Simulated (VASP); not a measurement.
# Si (Fd-3m) in VASP: further runs

The runs below take Si through single point, with PBE.

Program: VASP 6.6.1. These are calculated values, not measurements. Logs are shortened: lines on timing, memory, paths and dates and some standing lists are left out, and cuts for length are marked.

## 1. The cell of the first run

The structure is cubic, space group Fd-3m (No. 227). The conventional cell has a = 5.471 Å, b = 5.471 Å, c = 5.471 Å, α = 90.00°, β = 90.00°, γ = 90.00°. Within 3.1 Å of Si (site symmetry -43m) lie 4 Si at 2.37 Å.

## 2. Single point, PBE

The input, INCAR:

```
SYSTEM = Si
  PREC = Accurate
  ENCUT = 500
  EDIFF = 1E-6
  ISMEAR = -1
  SIGMA = 0.01
  LREAL = .FALSE.
  LASPH = .TRUE.
  NELM = 120
  ALGO = Normal
  ISIF = 2
  LWAVE = .FALSE.
  LCHARG = .FALSE.
  GGA = PE
  NBANDS = 11
  GGA_COMPAT = .FALSE.
```

The input, KPOINTS:

```
regular mesh
0
G
  10 10 10
  0 0 0
```

The input, POSCAR:

```
Si
1.0
    0.0000000000      2.7354874751      2.7354874751
    2.7354874751      0.0000000000      2.7354874751
    2.7354874751      2.7354874751      0.0000000000
Si
2
Direct
    0.5000000000      0.5000000000      0.5000000000
    0.7500000000      0.7500000000      0.7500000000
```

Potentials or basis: VASP PAW PBE potentials, release 64 (Si).

Command:

```sh
$ cat potpaw_PBE.64/Si/POTCAR > POTCAR
$ mpirun -np 1 vasp_std > vasp.out
```

OUTCAR:

```text
SYSTEM = Si
   PREC = Accurate
   ENCUT = 500
   EDIFF = 1E-6
   ISMEAR = -1
   LREAL = .FALSE.
   LASPH = .TRUE.
   NELM = 120
   ISIF = 2
   GGA = PE

 ion  position               nearest neighbor table
   1  0.500  0.500  0.500-   2 2.37   2 2.37   2 2.37   2 2.37
   2  0.750  0.750  0.750-   1 2.37   1 2.37   1 2.37   1 2.37

  LATTYP: Found a face centered cubic cell.
 ALAT       =     5.4709749502

  Lattice vectors:

 A1 = (   0.0000000000,   2.7354874751,   2.7354874751)
 A2 = (   2.7354874751,   0.0000000000,   2.7354874751)
 A3 = (   2.7354874751,   2.7354874751,   0.0000000000)

Analysis of symmetry for initial positions (statically):
=====================================================================
 Subroutine PRICEL returns:
 Original cell was already a primitive cell.

 Routine SETGRP: Setting up the symmetry group for a
 face centered cubic supercell.

 Subroutine GETGRP returns: Found 48 space group operations
 (whereof 24 operations were pure point group operations)
 out of a pool of 48 trial point group operations.

The static configuration has the point symmetry T_d .
 The point group associated with its full space group is O_h .

Analysis of symmetry for dynamics (positions and initial velocities):
=====================================================================
 Subroutine PRICEL returns:
 Original cell was already a primitive cell.

 Routine SETGRP: Setting up the symmetry group for a
 face centered cubic supercell.

 Subroutine GETGRP returns: Found 48 space group operations
 (whereof 24 operations were pure point group operations)
 out of a pool of 48 trial point group operations.

The dynamic configuration has the point symmetry T_d .
 The point group associated with its full space group is O_h .

 Subroutine INISYM returns: Found 48 space group operations
 (whereof 24 operations are pure point group operations),
 and found     1 'primitive' translations

----------------------------------------------------------------------------------------

                                     Primitive cell

  volume of cell :      40.9387

  direct lattice vectors                    reciprocal lattice vectors
     0.000000000  2.735487475  2.735487475    -0.182782778  0.182782778  0.182782778
     2.735487475  0.000000000  2.735487475     0.182782778 -0.182782778  0.182782778
     2.735487475  2.735487475  0.000000000     0.182782778  0.182782778 -0.182782778

  length of vectors
     3.868563487  3.868563487  3.868563487     0.316589058  0.316589058  0.316589058

  position of ions in fractional coordinates (direct lattice)
     0.500000000  0.500000000  0.500000000
     0.750000000  0.750000000  0.750000000

  ion indices of the primitive-cell ions
   primitive index   ion index
                 1           1
                 2           2

----------------------------------------------------------------------------------------

 KPOINTS: regular mesh

Automatic generation of k-mesh.
 Grid dimensions read from file:
 generate k-points for:   10   10   10

 Generating k-lattice:

  Cartesian coordinates                     Fractional coordinates (reciprocal lattice)
    -0.018278278  0.018278278  0.018278278     0.100000000  0.000000000  0.000000000
     0.018278278 -0.018278278  0.018278278     0.000000000  0.100000000  0.000000000
     0.018278278  0.018278278 -0.018278278     0.000000000  0.000000000  0.100000000

  Length of vectors
     0.031658906  0.031658906  0.031658906

  Shift w.r.t. Gamma in fractional coordinates (k-lattice)
     0.000000000  0.000000000  0.000000000

 Subroutine IBZKPT returns following result:
 ===========================================

 Found     47 irreducible k-points:

 Following reciprocal coordinates:
            Coordinates               Weight
  0.000000  0.000000  0.000000      1.000000
  0.100000  0.000000  0.000000      8.000000
  0.200000  0.000000  0.000000      8.000000
  0.300000  0.000000  0.000000      8.000000
  0.400000  0.000000  0.000000      8.000000
  0.500000  0.000000  0.000000      4.000000
[... 16 lines left out ...]
  0.300000  0.300000  0.000000      6.000000
  0.400000  0.300000  0.000000     24.000000
 [... further k-points ...]
   k-points           NKPTS =     47   k-points in BZ     NKDIM =     47   number of bands    NBANDS=     11
   number of dos      NEDOS =    301   number of ions     NIONS =      2
   total plane-waves  NPLWV =  21952
   dimension x,y,z NGX =    28 NGY =   28 NGZ =   28
   dimension x,y,z NGXF=    56 NGYF=   56 NGZF=   56
   ions per type =               2
   NGX,Y,Z   is equivalent  to a cutoff of  12.03, 12.03, 12.03 a.u.
   NGXF,Y,Z  is equivalent  to a cutoff of  24.07, 24.07, 24.07 a.u.
 SYSTEM =  Si
   PREC   = accura    normal or accurate (medium, high low for compatibility)
   ISTART =      0    job   : 0-new  1-cont  2-samecut
   ICHARG =      2    charge: 1-file 2-atom 10-const
   ISPIN  =      1    spin polarized calculation?
   LNONCOLLINEAR =      F non collinear calculations
   LSORBIT =      F    spin-orbit coupling
   LASPH  =      T    aspherical Exc in radial PAW
   ENCUT  =  500.0 eV  36.75 Ry    6.06 a.u.   7.05  7.05  7.05*2*pi/ulx,y,z
   NELM   =    120;   NELMIN=  2; NELMDL= -5     # of ELM steps
   EDIFF  = 0.1E-05   stopping-criterion for ELM
   LREAL  =      F    real-space projection
   EDIFFG = 0.1E-04   stopping-criterion for IOM
   NSW    =      0    number of steps for IOM
   IBRION =     -1    ionic relax: 0-MD 1-quasi-New 2-CG
   NFREE  =      0    steps in history (QN), initial steepest desc. (CG)
   ISIF   =      2    stress and relaxation
   ISYM   =      2    0-nonsym 1-usesym 2-fastsym
   POTIM  = 0.5000    time-step for ionic-motion
   TEBEG  =    0.0;   TEEND  =   0.0 temperature during run
   PSTRESS=    0.0 pullay stress
   NELECT =       8.0000    total number of electrons
   NUPDOWN=      -1.0000    fix difference up-down
   EMIN   =  10.00;   EMAX   =-10.00  energy-range for DOS
   EFERMI =   0.00;   METHOD = LEGACY
   ISMEAR =    -1;   SIGMA  =   0.01  broadening in eV -4-tet -1-fermi 0-gaus
   EFERMI_NEDOS =   21; number of points for ismear=-14 and -15
   IALGO  =     38    algorithm
   IMIX   =      4    mixing-type and parameters
     AMIX     =   0.40;   BMIX     =  1.00
     AMIX_MAG =   1.60;   BMIX_MAG =  1.00
  volume/ion in A,a.u.               =      20.47       138.13
  Fermi-wavevector in a.u.,A,eV,Ry     =   0.950007  1.795253 12.279437  0.902513
  Thomas-Fermi vector in A             =   2.078343
   LORBIT       =      0    0 simple, 1 ext, 2 COOP (PROOUT), +10 PAW based schemes
   GGA     = PE    functional components
   LHFCALC =     F    Hartree Fock is set to
   AEXX    =    0.0000 exact exchange contribution
   IVDW    =     0    specifies the selected vdW correction
   LEPSILON=     F    determine dielectric tensor
   LRPA    =     F    only Hartree local field effects (RPA)
 non-spin polarized calculation
  energy-cutoff  :      500.00
  volume of cell :       40.94
 maximum number of plane-waves:      1056
   NGX = 15   NGY = 15   NGZ = 15

 number of electron       8.0000000 magnetization

 Free energy of the ion-electron system (eV)
  ---------------------------------------------------
  ext. energy  EPLUGINS =         0.00000000
  ---------------------------------------------------
  free energy    TOTEN  =       -10.84917195 eV

  energy without entropy =      -10.84917195  energy(sigma->0) =      -10.84917195

 E-fermi :   5.7941     XC(G=0):  -9.3226

 val. band max:        5.6037472644   @ k =   0.0000   0.0000   0.0000
 cond. band min:       6.2236850339   @ k =   0.4000   0.4000   0.0000
 fundamental gap:      0.6199377695
 Fermi energy:         5.7941481278

 k-point     1 :       0.0000    0.0000    0.0000
  band No.  band energies     occupation
      1      -6.2026      2.00000
      2       5.6037      2.00000
      3       5.6037      2.00000
      4       5.6037      2.00000
      5       8.1602      0.00000
      6       8.1602      0.00000
      7       8.1602      0.00000
      8       8.7235      0.00000
      9      13.3124      0.00000
     10      13.3124      0.00000
     11      13.4761      0.00000

 k-point     2 :       0.1000    0.0000    0.0000
  band No.  band energies     occupation
      1      -6.0741      2.00000
      2       4.4618      2.00000
      3       5.4102      2.00000
      4       5.4102      2.00000
      5       8.1232      0.00000
      6       8.4456      0.00000
      7       8.4456      0.00000
      8       9.6968      0.00000
      9      12.9630      0.00000
     10      12.9630      0.00000
     11      14.0054      0.00000

 k-point     3 :       0.2000    0.0000    0.0000
  band No.  band energies     occupation
      1      -5.6951      2.00000
      2       2.6233      2.00000
      3       5.0369      2.00000
      4       5.0369      2.00000
      5       7.7521      0.00000
      6       8.9471      0.00000
      7       8.9471      0.00000
      8      11.4719      0.00000
      9      12.6525      0.00000
     10      12.6525      0.00000
     11      14.6751      0.00000

 k-point     4 :       0.3000    0.0000    0.0000
  band No.  band energies     occupation
      1      -5.0925      2.00000
      2       0.8669      2.00000
      3       4.7071      2.00000
      4       4.7071      2.00000
      5       7.3883      0.00000
      6       9.1283      0.00000
      7       9.1283      0.00000
      8      13.0957      0.00000
      9      13.1770      0.00000
     10      13.1770      0.00000
     11      14.4211      0.00000
[... 239 lines left out ...]
 k-point    22 :      -0.2000    0.2000    0.0000
  band No.  band energies     occupation
      1      -4.8805      2.00000
      2       1.1587      2.00000
      3       2.6743      2.00000
      4       4.7735      2.00000
      5       8.4520      0.00000
      6       9.5677      0.00000
      7       9.8708      0.00000
      8      11.2554      0.00000
      9      11.7363      0.00000
     10      16.1990      0.00000
     11      16.2178      0.00000

 k-point    23 :       0.3000    0.3000    0.0000
  band No.  band energies     occupation
      1      -4.6828      2.00000
      2       1.2001      2.00000
      3       3.4242      2.00000
      4       3.4242      2.00000
      5       6.4948      0.00000
      6       8.0412      0.00000
      7      12.1702      0.00000
      8      12.1702      0.00000
      9      14.4983      0.00000
     10      15.0250      0.00000
     11      17.9125      0.00000

 k-point    24 :       0.4000    0.3000    0.0000
  band No.  band energies     occupation
      1      -4.0823      2.00000
      2       0.2126      2.00000
      3       2.8138      2.00000
      4       3.2228      2.00000
      5       6.6821      0.00000
      6       7.8706      0.00000
      7      12.4530      0.00000
      8      12.5951      0.00000
      9      16.0094      0.00000
     10      16.1314      0.00000
     11      17.6164      0.00000

 [... further k-points ...]
[... 5 lines left out ...]
  --------------------------------------------------------------------------------------
  -------------------------------------------------------------------------------------
  Total       -0.0288374     -0.0288374     -0.0288374     -0.0000000     -0.0000000      0.0000000
  in kB       -1.1285800     -1.1285800     -1.1285800     -0.0000000     -0.0000000      0.0000000
  external PRESSURE =      -1.1285800 kB  Pullay stress =       0.0000000 kB

 VOLUME and BASIS-vectors are now :
 -----------------------------------------------------------------------------
  energy-cutoff  :      500.00
  volume of cell :       40.94
      direct lattice vectors                 reciprocal lattice vectors
     0.000000000  2.735487475  2.735487475    -0.182782778  0.182782778  0.182782778
     2.735487475  0.000000000  2.735487475     0.182782778 -0.182782778  0.182782778
     2.735487475  2.735487475  0.000000000     0.182782778  0.182782778 -0.182782778

 POSITION                                       TOTAL-FORCE (eV/Angst)
 -----------------------------------------------------------------------------------
      2.73549      2.73549      2.73549        -0.000000     -0.000000     -0.000000
      4.10323      4.10323      4.10323         0.000000      0.000000      0.000000
 -----------------------------------------------------------------------------------
    total drift:                                0.000000      0.000000     -0.000000

  FREE ENERGIE OF THE ION-ELECTRON SYSTEM (eV)
  ---------------------------------------------------
  free  energy   TOTEN  =       -10.8491719540 eV

  energy  without entropy=      -10.8491719540  energy(sigma->0) =      -10.84917195
```

It took 31 s on 1 thread of Intel Xeon 8259CL, shared host; peak memory 0.15 GiB.

Results:

```
Free energy            : -10.8492 eV
Pressure               : -0.1 GPa
Band gap on the k mesh : 0.62 eV, indirect (least direct gap 2.56 eV)
```

## 3. Single point, PBE

The input, INCAR:

```
SYSTEM = Si
ALGO = Normal ; EDIFF = 1E-6
ENCUT = 500 ; GGA = PE
GGA_COMPAT = .False. ; ISIF = 2
ISMEAR = -1 ; LASPH = .True.
LCHARG = .False. ; LREAL = .False.
LWAVE = .False. ; NBANDS = 11
NELM = 120 ; PREC = Accurate
SIGMA = 0.03
```

The input, KPOINTS:

```
k-points
0
Gamma
  10 10 10
  0 0 0
```

POSCAR is that of step 2.

Potentials or basis: VASP PAW PBE potentials, release 64 (Si).

Command:

```sh
$ cat potpaw_PBE.64/Si/POTCAR > POTCAR
$ mpirun -np 1 vasp_std > vasp.out
```

Run time: 30 s. Hardware: 1 thread of Intel Xeon 8259CL, shared host; peak memory 0.15 GiB.

It converged, with:

- Free energy: -10.8492 eV
- Pressure: -0.1 GPa
- Band gap on the k mesh: 0.62 eV, indirect (least direct gap 2.56 eV)

Levels at points of the mesh, in eV from the valence-band top:
```
           k point  band 1  band 2  band 3  band 4  band 5  band 6  band 7  band 8
(0.00, 0.00, 0.00)  -11.81    0.00    0.00    0.00    2.56    2.56    2.56    3.12
(0.50, 0.00, 0.00)   -9.53   -6.86   -1.18   -1.18    1.46    3.35    3.35    7.70
(0.50, 0.50, 0.00)   -7.74   -7.74   -2.79   -2.79    0.75    0.75    9.93    9.93
```

(Part 1 of 2 ends here.)
